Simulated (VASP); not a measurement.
Sr11O12 (a cell with a defect): single point with PBE

Sr11O12 (a cell with a defect):

```
Sr O
1.0
     0.00000   -7.43104    0.00000
     6.43547    3.71552    0.00000
     0.00000    0.00000   10.36830
Sr O
11 12
Direct
  0.33333 0.33333 0.96875
  0.66667 0.00000 0.46875
  0.66667 0.00000 0.96875
  0.00000 0.66667 0.46875
  0.00000 0.66667 0.96875
  0.65510 0.65510 0.23212
  0.65510 0.65510 0.70538
  0.01157 0.33333 0.23212
  0.01157 0.33333 0.70538
  0.33333 0.01157 0.23212
  0.33333 0.01157 0.70538
  0.33333 0.33333 0.20162
  0.33333 0.33333 0.73588
  0.66667 0.00000 0.21701
  0.66667 0.00000 0.72049
  0.00000 0.66667 0.21701
  0.00000 0.66667 0.72049
  0.70287 0.70287 0.46875
  0.66989 0.66989 0.96875
  0.96380 0.33333 0.46875
  0.99678 0.33333 0.96875
  0.33333 0.96380 0.46875
  0.33333 0.99678 0.96875
```

| Item | Value |
| --- | --- |
| Program | VASP 6.6.1 |
| Task | single point |
| Functional | PBE |
| Potentials or basis | VASP PAW PBE potentials, release 64 (Sr_sv, O) |
| Cutoff | 520 eV |
| k mesh | 3 × 3 × 2 |
| Occupations | gaussian, width 0.05 eV |
| Spin | no spin polarisation |

| Quantity | Value |
| --- | --- |
| Largest force | 0.034 eV/Å |

Forces on the atoms (eV/Å):
```
Sr   0.000  0.000  0.000
Sr   0.000  0.000  0.000
Sr   0.000  0.000  0.000
Sr   0.000  0.000  0.000
Sr   0.000  0.000  0.000
Sr   0.005 -0.003 -0.011
Sr   0.005 -0.003  0.011
Sr   0.000  0.006 -0.011
Sr   0.000  0.006  0.011
Sr  -0.005 -0.003 -0.011
Sr  -0.005 -0.003  0.011
O    0.000  0.000  0.033
O    0.000  0.000 -0.033
O    0.000  0.000 -0.004
O    0.000  0.000  0.004
O    0.000  0.000 -0.004
O    0.000  0.000  0.004
O   -0.030  0.017  0.000
O   -0.006  0.003  0.000
O    0.000 -0.034  0.000
O    0.000 -0.007  0.000
O    0.030  0.017  0.000
O    0.006  0.003  0.000
```

Levels at points of the mesh, in eV from the Fermi level:
```csv
k point,band 90,band 91,band 92,band 93,band 94,band 95
"(0.00, 0.00, 0.00)",-0.33,-0.28,-0.28,2.19,3.38,3.38
"(0.00, 0.00, 0.50)",-0.34,-0.30,-0.30,2.61,2.95,3.43
```

Wall time 20 min on 1 thread of Oxide Virtual Turin-like Processor (shared host), peak memory 0.62 GiB.

Caveat: the cell carries a net charge on a neutralising background, which shifts energy and pressure; the cell is charged against a uniform background, so pressure and absolute levels hang on convention.
